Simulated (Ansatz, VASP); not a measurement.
**CoSi2: VASP beside Ansatz**

```
Co Si
1.0
     0.00000    2.67506    2.67506
     2.67506    0.00000    2.67506
     2.67506    2.67506    0.00000
Co Si
1 2
Direct
  0.00000 0.00000 0.00000
  0.25000 0.25000 0.25000
  0.75000 0.75000 0.75000
```

Alike in both runs: task single point; functional r2SCAN; k mesh 8 × 8 × 8; occupations gaussian, width 0.05 eV; collinear spin.

|  | VASP | Ansatz |
| --- | --- | --- |
| version | VASP 6.6.1 | Ansatz 0.2.0 |
| potentials or method | VASP PAW PBE potentials, release 64 (Co, Si), cutoff 520 eV | scalar-relativistic, plane waves, PAW |
| valence electrons in the cell | 17 | 25 |

|  | VASP | Ansatz | Ansatz less VASP |
| --- | --- | --- | --- |
| gap on the k mesh at the Fermi level (eV) | none | none | - |
| pressure (GPa) | -3.8 | -3.7 | +0.11 |
| net moment per atom (μB) | 0.00 | 0.00 | 0.000 |

VASP's potentials were made for PBE, not for r2SCAN. A gap of «none» marks a metal or a gap that the smearing closes. VASP's potentials hold 17 valence electrons a cell and Ansatz's 25, so a difference there can come from the potentials and not from the codes. Ansatz's warnings: seeded moment not kept, stability check not made.
